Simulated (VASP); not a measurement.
# Ru (P6_3/mmc) in VASP: a series of runs

The runs below take Ru through single point, with PBEsol.

Program: VASP 6.6.1. These are calculated values, not measurements. Logs are shortened: lines on timing, memory, paths and dates and some standing lists are left out, and cuts for length are marked.

### Step 1. The cell of the first run

The structure is hexagonal, space group P6_3/mmc (No. 194). Conventional cell: a = 2.834 Å, b = 2.834 Å, c = 4.136 Å, α = 90.00°, β = 90.00°, γ = 120.00°. Within 3.5 Å of Ru (site symmetry -6m2) lie 12 Ru at 2.64 to 2.83 Å.

### Step 2. Single point, PBEsol (volume 14.387 Å^3 an atom, c/a of the conventional cell 1.4592)

INCAR reads:

```
SYSTEM = Ru
ALGO = Fast
EDIFF = 1E-6
ENCUT = 520
GGA = PS
ISIF = 2
ISMEAR = 0
LASPH = .TRUE.
LCHARG = .TRUE.
LELF = .TRUE.
LREAL = .FALSE.
LVHAR = .TRUE.
LWAVE = .FALSE.
NBANDS = 21
NELM = 60
PREC = Accurate
SIGMA = 0.15
```

KPOINTS reads:

```
k-points
0
G
  21 21 12
  0 0 0
```

POSCAR reads:

```
Ru
1.0
    2.8343377136      0.0000000000      0.0000000000
   -1.4171688568      2.4546084629      0.0000000000
    0.0000000000      0.0000000000      4.1358655917
Ru
2
Direct
    0.3333333333      0.6666666667      0.2500000000
    0.6666666667      0.3333333333      0.7500000000
```

Potentials or basis: VASP PAW PBE potentials, release 64 (Ru_pv).

Run with:

```sh
cat potpaw_PBE.64/Ru_pv/POTCAR > POTCAR
mpirun -np 1 vasp_std > vasp.out
```

OUTCAR:

```text
SYSTEM = Ru
   EDIFF = 1E-6
   ENCUT = 520
   GGA = PS
   ISIF = 2
   ISMEAR = 0
   LASPH = .TRUE.
   LREAL = .FALSE.
   NELM = 60
   PREC = Accurate

 ion  position               nearest neighbor table
   1  0.333  0.667  0.250-   2 2.64   2 2.64   2 2.64   2 2.64   2 2.64   2 2.64
   2  0.667  0.333  0.750-   1 2.64   1 2.64   1 2.64   1 2.64   1 2.64   1 2.64

  LATTYP: Found a hexagonal cell.
 ALAT       =     2.8343377136
 C/A-ratio  =     1.4592000000

  Lattice vectors:

 A1 = (   2.8343377136,   0.0000000000,   0.0000000000)
 A2 = (  -1.4171688568,   2.4546084629,   0.0000000000)
 A3 = (   0.0000000000,   0.0000000000,   4.1358655917)

Analysis of symmetry for initial positions (statically):
=====================================================================
 Subroutine PRICEL returns:
 Original cell was already a primitive cell.

 Routine SETGRP: Setting up the symmetry group for a
 hexagonal supercell.

 Subroutine GETGRP returns: Found 24 space group operations
 (whereof 12 operations were pure point group operations)
 out of a pool of 24 trial point group operations.

The static configuration has the point symmetry D_3d.
 The point group associated with its full space group is D_6h.

Analysis of symmetry for dynamics (positions and initial velocities):
=====================================================================
 Subroutine PRICEL returns:
 Original cell was already a primitive cell.

 Routine SETGRP: Setting up the symmetry group for a
 hexagonal supercell.

 Subroutine GETGRP returns: Found 24 space group operations
 (whereof 12 operations were pure point group operations)
 out of a pool of 24 trial point group operations.

The dynamic configuration has the point symmetry D_3d.
 The point group associated with its full space group is D_6h.

 Subroutine INISYM returns: Found 24 space group operations
 (whereof 12 operations are pure point group operations),
 and found     1 'primitive' translations

----------------------------------------------------------------------------------------

                                     Primitive cell

  volume of cell :      28.7740

  direct lattice vectors                    reciprocal lattice vectors
     2.834337714  0.000000000  0.000000000     0.352816108  0.203698475  0.000000000
    -1.417168857  2.454608463  0.000000000     0.000000000  0.407396949  0.000000000
     0.000000000  0.000000000  4.135865592     0.000000000  0.000000000  0.241787355

  length of vectors
     2.834337714  2.834337714  4.135865592     0.407396950  0.407396949  0.241787355

  position of ions in fractional coordinates (direct lattice)
     0.333333333  0.666666667  0.250000000
     0.666666667  0.333333333  0.750000000

  ion indices of the primitive-cell ions
   primitive index   ion index
                 1           1
                 2           2

----------------------------------------------------------------------------------------

 KPOINTS: k-points

Automatic generation of k-mesh.
 Grid dimensions read from file:
 generate k-points for:   21   21   12

 Generating k-lattice:

  Cartesian coordinates                     Fractional coordinates (reciprocal lattice)
     0.016800767  0.009699927  0.000000000     0.047619048  0.000000000  0.000000000
     0.000000000  0.019399855  0.000000000     0.000000000  0.047619048  0.000000000
     0.000000000  0.000000000  0.020148946     0.000000000  0.000000000  0.083333333

  Length of vectors
     0.019399855  0.019399855  0.020148946

  Shift w.r.t. Gamma in fractional coordinates (k-lattice)
     0.000000000  0.000000000  0.000000000

 Subroutine IBZKPT returns following result:
 ===========================================

 Found    336 irreducible k-points:

 Following reciprocal coordinates:
            Coordinates               Weight
  0.000000  0.000000  0.000000      1.000000
  0.047619 -0.000000  0.000000      6.000000
  0.095238 -0.000000  0.000000      6.000000
  0.142857 -0.000000  0.000000      6.000000
  0.190476 -0.000000  0.000000      6.000000
  0.238095 -0.000000  0.000000      6.000000
[... 16 lines left out ...]
  0.142857  0.095238  0.000000     12.000000
  0.190476  0.095238  0.000000     12.000000
 [... further k-points ...]
   k-points           NKPTS =    336   k-points in BZ     NKDIM =    336   number of bands    NBANDS=     21
   number of dos      NEDOS =    301   number of ions     NIONS =      2
   total plane-waves  NPLWV =  18432
   dimension x,y,z NGX =    24 NGY =   24 NGZ =   32
   dimension x,y,z NGXF=    48 NGYF=   48 NGZF=   64
   ions per type =               2
   NGX,Y,Z   is equivalent  to a cutoff of  14.08, 14.08, 12.86 a.u.
   NGXF,Y,Z  is equivalent  to a cutoff of  28.15, 28.15, 25.73 a.u.
 SYSTEM =  Ru
   PREC   = accura    normal or accurate (medium, high low for compatibility)
   ISTART =      0    job   : 0-new  1-cont  2-samecut
   ICHARG =      2    charge: 1-file 2-atom 10-const
   ISPIN  =      1    spin polarized calculation?
   LNONCOLLINEAR =      F non collinear calculations
   LSORBIT =      F    spin-orbit coupling
   LASPH  =      T    aspherical Exc in radial PAW
   ENCUT  =  520.0 eV  38.22 Ry    6.18 a.u.   5.27  5.27  7.69*2*pi/ulx,y,z
   NELM   =     60;   NELMIN=  2; NELMDL= -5     # of ELM steps
   EDIFF  = 0.1E-05   stopping-criterion for ELM
   LREAL  =      F    real-space projection
   EDIFFG = 0.1E-04   stopping-criterion for IOM
   NSW    =      0    number of steps for IOM
   IBRION =     -1    ionic relax: 0-MD 1-quasi-New 2-CG
   NFREE  =      0    steps in history (QN), initial steepest desc. (CG)
   ISIF   =      2    stress and relaxation
   ISYM   =      2    0-nonsym 1-usesym 2-fastsym
   POTIM  = 0.5000    time-step for ionic-motion
   TEBEG  =    0.0;   TEEND  =   0.0 temperature during run
   PSTRESS=    0.0 pullay stress
   NELECT =      28.0000    total number of electrons
   NUPDOWN=      -1.0000    fix difference up-down
   EMIN   =  10.00;   EMAX   =-10.00  energy-range for DOS
   EFERMI =   0.00;   METHOD = LEGACY
   ISMEAR =     0;   SIGMA  =   0.15  broadening in eV -4-tet -1-fermi 0-gaus
   EFERMI_NEDOS =   21; number of points for ismear=-14 and -15
   IALGO  =     68    algorithm
   IMIX   =      4    mixing-type and parameters
     AMIX     =   0.40;   BMIX     =  1.00
     AMIX_MAG =   1.60;   BMIX_MAG =  1.00
  volume/ion in A,a.u.               =      14.39        97.09
  Fermi-wavevector in a.u.,A,eV,Ry     =   1.622286  3.065676 35.807976  2.631812
  Thomas-Fermi vector in A             =   2.715924
   LORBIT       =      0    0 simple, 1 ext, 2 COOP (PROOUT), +10 PAW based schemes
   GGA     = PS    functional components
   LHFCALC =     F    Hartree Fock is set to
   AEXX    =    0.0000 exact exchange contribution
   IVDW    =     0    specifies the selected vdW correction
   LEPSILON=     F    determine dielectric tensor
   LRPA    =     F    only Hartree local field effects (RPA)
 non-spin polarized calculation
 RMM-DIIS sequential band-by-band and
 Gauss-broadening in eV      SIGMA  =   0.15
  energy-cutoff  :      520.00
  volume of cell :       28.77
 maximum number of plane-waves:       787
 NGX is ok and might be reduce to    24
   NGX = 11   NGY = 11   NGZ = 15

 number of electron      28.0000003 magnetization

 Free energy of the ion-electron system (eV)
  ---------------------------------------------------
  ext. energy  EPLUGINS =         0.00000000
  ---------------------------------------------------
  free energy    TOTEN  =       -20.07292937 eV

  energy without entropy =      -20.05372736  energy(sigma->0) =      -20.06332836

 E-fermi :  11.6950     XC(G=0): -13.9144

 val. band max:       11.6900929935   @ k =   0.4286   0.0476   0.5000
 cond. band min:      11.6957924926   @ k =   0.4286   0.0952   0.4167
 fundamental gap:      0.0056994990
 Fermi energy:        11.6950166032

 k-point     1 :       0.0000    0.0000    0.0000
  band No.  band energies     occupation
      1     -31.8243      2.00000
      2     -31.0353      2.00000
      3     -31.0353      2.00000
      4     -30.8211      2.00000
      5     -30.8211      2.00000
      6     -30.7138      2.00000
[... 13 lines left out ...]
     20      22.0385      0.00000
     21      22.4027      0.00000

 k-point     2 :       0.0476   -0.0000    0.0000
  band No.  band energies     occupation
      1     -31.8177      2.00000
      2     -31.0455      2.00000
      3     -31.0396      2.00000
      4     -30.8323      2.00000
      5     -30.8218      2.00000
      6     -30.7182      2.00000
[... 13 lines left out ...]
     20      22.0385      0.00000
     21      22.3961      0.00000

 k-point     3 :       0.0952   -0.0000    0.0000
  band No.  band energies     occupation
      1     -31.7979      2.00000
      2     -31.0751      2.00000
      3     -31.0519      2.00000
      4     -30.8647      2.00000
      5     -30.8241      2.00000
      6     -30.7312      2.00000
[... 13 lines left out ...]
     20      22.0384      0.00000
     21      22.3734      0.00000

 k-point     4 :       0.1429   -0.0000    0.0000
  band No.  band energies     occupation
      1     -31.7659      2.00000
      2     -31.1216      2.00000
      3     -31.0708      2.00000
      4     -30.9149      2.00000
      5     -30.8282      2.00000
      6     -30.7527      2.00000
[... 13 lines left out ...]
     20      22.0383      0.00000
     21      22.3305      0.00000

 k-point     5 :       0.1905   -0.0000    0.0000
  band No.  band energies     occupation
      1     -31.7228      2.00000
      2     -31.1812      2.00000
      3     -31.0941      2.00000
      4     -30.9777      2.00000
      5     -30.8340      2.00000
      6     -30.7823      2.00000
[... 13 lines left out ...]
     20      22.0382      0.00000
     21      22.2686      0.00000
[... 382 lines left out ...]
     20      23.0767      0.00000
     21      23.9345      0.00000

 k-point    22 :       0.0952    0.0952    0.0000
  band No.  band energies     occupation
      1     -31.7471      2.00000
      2     -31.1375      2.00000
      3     -31.0969      2.00000
      4     -30.9313      2.00000
      5     -30.8372      2.00000
      6     -30.7655      2.00000
[... 13 lines left out ...]
     20      22.0382      0.00000
     21      22.3071      0.00000

 k-point    23 :       0.1429    0.0952    0.0000
  band No.  band energies     occupation
      1     -31.7048      2.00000
      2     -31.1865      2.00000
      3     -31.1351      2.00000
      4     -30.9776      2.00000
      5     -30.8483      2.00000
      6     -30.7949      2.00000
[... 13 lines left out ...]
     20      22.0381      0.00000
     21      22.2544      0.00000

 k-point    24 :       0.1905    0.0952    0.0000
  band No.  band energies     occupation
      1     -31.6535      2.00000
      2     -31.2472      2.00000
      3     -31.1737      2.00000
      4     -31.0285      2.00000
      5     -30.8599      2.00000
      6     -30.8317      2.00000
[... 13 lines left out ...]
     20      22.1983      0.00000
     21      24.8633      0.00000

 [... further k-points ...]

------------------------ aborting loop because EDIFF is reached ----------------------------------------

  FORCE on cell =-STRESS in cart. coord.  units (eV):
  Direction    XX          YY          ZZ          XY          YZ          ZX
  --------------------------------------------------------------------------------------
  -------------------------------------------------------------------------------------
  Total       -5.0645520     -5.0645520     -0.3678328      0.0000000      0.0000000     -0.0000000
  in kB     -282.0014722   -282.0014722    -20.4814520      0.0000000      0.0000000     -0.0000000
  external PRESSURE =    -194.8281321 kB  Pullay stress =       0.0000000 kB

 VOLUME and BASIS-vectors are now :
 -----------------------------------------------------------------------------
  energy-cutoff  :      520.00
  volume of cell :       28.77
      direct lattice vectors                 reciprocal lattice vectors
     2.834337714  0.000000000  0.000000000     0.352816108  0.203698475  0.000000000
    -1.417168857  2.454608463  0.000000000     0.000000000  0.407396949  0.000000000
     0.000000000  0.000000000  4.135865592     0.000000000  0.000000000  0.241787355

 POSITION                                       TOTAL-FORCE (eV/Angst)
 -----------------------------------------------------------------------------------
     -0.00000      1.63641      1.03397        -0.000000     -0.000000      0.000000
      1.41717      0.81820      3.10190         0.000000      0.000000      0.000000
 -----------------------------------------------------------------------------------
    total drift:                                0.000000     -0.000000      0.000000

  FREE ENERGIE OF THE ION-ELECTRON SYSTEM (eV)
  ---------------------------------------------------
  free  energy   TOTEN  =       -20.0729293668 eV

  energy  without entropy=      -20.0537273593  energy(sigma->0) =      -20.06332836
```

It took 79 s on 1 thread of Intel Xeon Platinum 8559C (Emerald Rapids), shared host; peak memory 0.26 GiB.

Results:

- Free energy: -20.0729 eV
- Pressure: -19.5 GPa
- Band gap on the k mesh: zero (band 14 reaches 12.87 eV, above the bottom of band 15 at 10.10 eV)

Levels at points of the mesh, in eV from the Fermi level:
```
           k point  band 12  band 13  band 14  band 15  band 16  band 17
(0.00, 0.00, 0.00)    -1.86    -1.69    -1.69    -1.55     1.08     1.08
(0.00, 0.00, 0.50)    -2.88    -2.16    -2.16     0.59     0.59     0.59
```

Caveat: the PAW data sets were made with another functional, which shifts forces and pressure a little.

(Continued in part 2 of 3.)
